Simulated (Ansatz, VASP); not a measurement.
**Ga2O3: VASP beside Ansatz**

```
Ga O
1.0
     2.50000    1.44338    4.49000
    -2.50000    1.44338    4.49000
     0.00000   -2.88675    4.49000
Ga O
4 6
Direct
  0.35500 0.35500 0.35500
  0.14500 0.14500 0.14500
  0.64500 0.64500 0.64500
  0.85500 0.85500 0.85500
  0.55500 0.94500 0.25000
  0.25000 0.55500 0.94500
  0.94500 0.25000 0.55500
  0.44500 0.05500 0.75000
  0.75000 0.44500 0.05500
  0.05500 0.75000 0.44500
```

Alike in both runs: task relaxation of cell and atoms; functional LDA; k mesh 6 × 6 × 6; occupations gaussian, width 0.02 eV; no spin polarisation.

|  | VASP | Ansatz |
| --- | --- | --- |
| version | VASP 6.6.1 | Ansatz 0.2.0 |
| potentials or method | VASP PAW LDA potentials, release 64 (Ga_d, O), cutoff 600 eV | scalar-relativistic, plane waves, PAW |
| valence electrons in the cell | 88 | 88 |

Ansatz gave:

- gap on the k mesh at the Fermi level, each at its own relaxed structure (eV): 3.04
- relaxed volume (Å³/atom): 9.41
- relaxed cell length with the largest relative difference (Å): 5.276

**Question.** What did VASP give for the same quantities?

**Answer.** gap on the k mesh at the Fermi level, each at its own relaxed structure (eV): 2.99; relaxed volume (Å³/atom): 9.47; relaxed cell length with the largest relative difference (Å): 5.286.

Ansatz warns that its potentials were made for another functional, while VASP's fit it. LDA's correlation is that of Perdew and Zunger in VASP and of Perdew and Wang (1992) in Ansatz.
